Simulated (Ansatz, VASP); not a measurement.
One calculation of PbS, two programs

Contents of POSCAR:

```
PbS
1.0
    3.5790736024      0.0000000000      0.0000000000
    0.0000000000      3.5790736024      0.0000000000
    0.0000000000      0.0000000000      3.5790736024
Pb S
1 1
Direct
    0.0000000000      0.0000000000      0.0000000000
    0.5000000000      0.5000000000      0.5000000000
```

File INCAR.step1:

```
PREC = Accurate
ENCUT = 520
EDIFF = 1E-5
ISMEAR = -1
SIGMA = 0.05
LREAL = False
LASPH = True
NELM = 80
ALGO = Normal
ISIF = 2
LWAVE = True
NBANDS = 17
GGA = PE
```

Contents of INCAR.step2:

```
PREC = Accurate
ENCUT = 520
EDIFF = 1E-6
ISMEAR = -1
SIGMA = 0.05
LREAL = False
LASPH = True
NELM = 80
ALGO = Normal
ISIF = 2
LWAVE = False
LCHARG = True
GGA = PE
LHFCALC = True
HFSCREEN = 0.2079
PRECFOCK = Normal
LELF = True
LVHAR = True
NBANDS = 17
ISTART = 1
```

File KPOINTS:

```
regular mesh
0
Gamma
  4 4 4
```

File input:

```
crystal:
  lattice:
    - [3.5790736024, 0.0, 0.0]
    - [0.0, 3.5790736024, 0.0]
    - [0.0, 0.0, 3.5790736024]
  atoms:
    - { symbol: Pb, position: [0.0, 0.0, 0.0] }
    - { symbol: S, position: [0.5, 0.5, 0.5] }
hamiltonian:
  xc: hse06
  pseudopotentials: { kind: paw }
kpoints:
  mp_grid: { grid: [4, 4, 4] }
scf:
  occupations: { method: fermi_dirac, width: 0.05 }
output:
  forces: true
  stress: true
  eigenvalues: true
```

Alike in both runs: task single point; functional HSE06; k mesh 4 × 4 × 4; occupations fermi-dirac, width 0.05 eV; no spin polarisation.

|  | VASP | Ansatz |
| --- | --- | --- |
| version | VASP 6.6.1 | Ansatz 0.2.0 |
| potentials or method | VASP PAW PBE potentials, release 64 (Pb_d, S) | Ansatz PAW |
| plane-wave cutoff (eV) | 520 | 420 |
| valence electrons in the cell | 20 | 20 |

|  | VASP | Ansatz | Ansatz less VASP |
| --- | --- | --- | --- |
| gap on the k mesh at the Fermi level (eV) | none | none | - |
| pressure (GPa) | 1.3 | 1.4 | +0.13 |

A gap of «none» marks a metal or a gap that the smearing closes. With one functional, cell and mesh, what is left measures potentials, basis and numerics.

The k mesh is coarse, so the values compare programs but aren't converged. Neither program's run includes spin-orbit coupling.
